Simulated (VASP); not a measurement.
Write the native input for VASP 6.6.1 that does the following.

```yaml
Task: single point
Functional: PBEsol
Potentials_or_basis: VASP PAW PBE potentials, release 64 (Se)
Cutoff: 520 eV
k_mesh: 6 × 6 × 6
Occupations: fermi-dirac, width 0.01 eV
Spin: no spin polarisation
Dipole_correction: no
Further_INCAR_settings: ALGO = Normal; EDIFF = 1e-06; NBANDS = 27
```

The structure of Se lies in POSCAR:

```
Se
1.0
    5.6428711972      3.2579132047      1.4664214464
   -5.6428711972      3.2579132047      1.4664214464
    0.0000000000     -6.5158264094      1.4664214464
Se
6
Direct
    0.2806600000      0.1625100000      0.9181800000
    0.9181800000      0.2806600000      0.1625100000
    0.1625100000      0.9181800000      0.2806600000
    0.7193400000      0.8374900000      0.0818200000
    0.0818200000      0.7193400000      0.8374900000
    0.8374900000      0.0818200000      0.7193400000
```

This cell differs from its parent crystal: volume scaled by 0.98.

The input as run:

INCAR

```
SYSTEM = Se
PREC = Accurate
ENCUT = 520
EDIFF = 1E-6
ISMEAR = -1
SIGMA = 0.01
LREAL = .FALSE.
LASPH = .TRUE.
NELM = 80
ALGO = Normal
ISIF = 2
LWAVE = .FALSE.
LCHARG = .FALSE.
GGA = PS
NBANDS = 27
```

KPOINTS

```
Automatic mesh
0
G
  6 6 6
  0 0 0
```

Potentials or basis: VASP PAW PBE potentials, release 64 (Se).

The run is started by

```bash
$ cat potpaw_PBE.64/Se/POTCAR > POTCAR
$ mpirun -np 1 vasp_std > vasp.out
```

Results of the run:

```
Pressure               : 1.5 GPa
Largest force          : 0.627 eV/Å
Band gap on the k mesh : 1.16 eV, indirect (least direct gap 1.40 eV)
```

Caveat: the PAW data sets were made with another functional, which shifts forces and pressure a little.

Wall time 4 min on 1 thread of Intel Xeon 6975P-C, on a shared host, peak memory 0.4 GiB.
